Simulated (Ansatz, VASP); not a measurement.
# Si in VASP and in Ansatz

```
Si
1.0
     2.55390    2.55390    0.00000
    -2.55390    2.55390    0.00000
     0.00000    0.00000    5.10780
Si
4
Cartesian
  -1.2770 1.2770 1.2770
  0.0000 0.0000 2.5539
  1.2770 1.2770 3.8309
  0.0000 2.5539 0.0000
```

Change from the starting cell: equal strain along all axes, cell held, atoms relaxed: -6.0 %.

Alike in both runs: task single point; functional PBEsol; k mesh 10 × 10 × 8; occupations gaussian, width 0.02 eV; no spin polarisation.

|  | VASP | Ansatz |
| --- | --- | --- |
| version | VASP 6.6.1 | Ansatz 0.2.0 |
| potentials or method | VASP PAW PBE potentials, release 64 (Si), cutoff 520 eV | scalar-relativistic, plane waves, PAW |
| valence electrons in the cell | 16 | 16 |

Ansatz gave:

```
gap on the k mesh at the Fermi level (eV) : 0.07
least direct gap on the mesh (eV)         : 0.17
pressure (GPa)                            : 25.5
```

Task: What did VASP give for the same quantities?

Result: gap on the k mesh at the Fermi level (eV): 0.06; least direct gap on the mesh (eV): 0.16; pressure (GPa): 25.7.

VASP's potentials were made for PBE, not for PBEsol. With one functional, cell and mesh, what is left measures potentials, basis and numerics.
